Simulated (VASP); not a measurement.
Wanted: the native input for a VASP 6.6.1 run.

| Item | Value |
| --- | --- |
| Task | single point |
| Functional | r2SCAN |
| Dispersion | rVV10 |
| Potentials or basis | VASP PAW PBE potentials, release 64 (Pb_d) |
| Cutoff | 550 eV |
| k mesh | 14 × 14 × 14 |
| Occupations | gaussian, width 0.1 eV |
| Spin | no spin polarisation |
| Dipole correction | no |
| Further INCAR settings | ALGO = Normal; EDIFF = 1e-06; NBANDS = 13 |

Pb:

```
Pb
1.0
     0.00000    2.47830    2.47830
     2.47830    0.00000    2.47830
     2.47830    2.47830    0.00000
Pb
1
Cartesian
  0.0000 0.0000 0.0000
```

The input as run:

POSCAR

```
Pb
1.0
    0.0000000000      2.4782951354      2.4782951354
    2.4782951354      0.0000000000      2.4782951354
    2.4782951354      2.4782951354      0.0000000000
Pb
1
Direct
    0.0000000000      0.0000000000      0.0000000000
```

INCAR.step1

```
SYSTEM = Pb
PREC     = Accurate       ! precision mode
ENCUT    = 550            ! plane-wave cutoff, eV
ISMEAR   = 0              ! smearing method
SIGMA    = 0.1            ! smearing width, eV
LREAL    = .False.        ! projectors in reciprocal space
LASPH    = .True.         ! aspherical terms in the spheres
NELM     = 120            ! most SCF steps
NBANDS   = 13             ! bands
GGA      = PE             ! functional
ALGO     = Normal         ! electronic algorithm
EDIFF    = 1E-5           ! SCF threshold, eV
LWAVE    = .True.         ! write WAVECAR
LCHARG   = .False.        ! write CHGCAR
GGA_COMPAT= .False.
```

INCAR.step2

```
SYSTEM = Pb
PREC     = Accurate       ! precision mode
ENCUT    = 550            ! plane-wave cutoff, eV
EDIFF    = 1E-6           ! SCF threshold, eV
ISMEAR   = 0              ! smearing method
SIGMA    = 0.1            ! smearing width, eV
LREAL    = .False.        ! projectors in reciprocal space
LASPH    = .True.         ! aspherical terms in the spheres
NELM     = 120            ! most SCF steps
ALGO     = Normal         ! electronic algorithm
ISIF     = 2              ! what is computed and relaxed
LWAVE    = .False.        ! write WAVECAR
LCHARG   = .True.         ! write CHGCAR
METAGGA  = R2SCAN         ! meta-GGA
LMIXTAU  = .True.       
LUSE_VDW = .True.       
IVDW_NL  = 2            
BPARAM   = 11.95        
CPARAM   = 0.0093       
LELF     = .True.         ! ELF
LVHAR    = .True.       
NBANDS   = 13             ! bands
ISTART   = 1            
GGA_COMPAT= .False.
```

KPOINTS

```
Automatic mesh
0
Gamma
  14 14 14
  0 0 0
```

Potentials or basis: VASP PAW PBE potentials, release 64 (Pb_d).

Run with:

```console
$ cat potpaw_PBE.64/Pb_d/POTCAR > POTCAR
$ cp INCAR.step1 INCAR
$ mpirun -np 1 vasp_std > vasp.out
$ cp INCAR.step2 INCAR
$ mpirun -np 1 vasp_std > vasp.out
```

It gave:

| Item | Value |
| --- | --- |
| Pressure | 0.2 GPa |
| Band gap on the k mesh | zero (band 7 reaches 14.87 eV, above the bottom of band 8 at 5.56 eV) |

Caveat: the PAW data sets were made with another functional, which shifts forces and pressure a little; spin-orbit coupling is left out, which moves the levels of the heavy elements.

Wall time 4.7 min on 1 thread of AMD EPYC 7R13, on a shared host, peak memory 0.26 GiB.
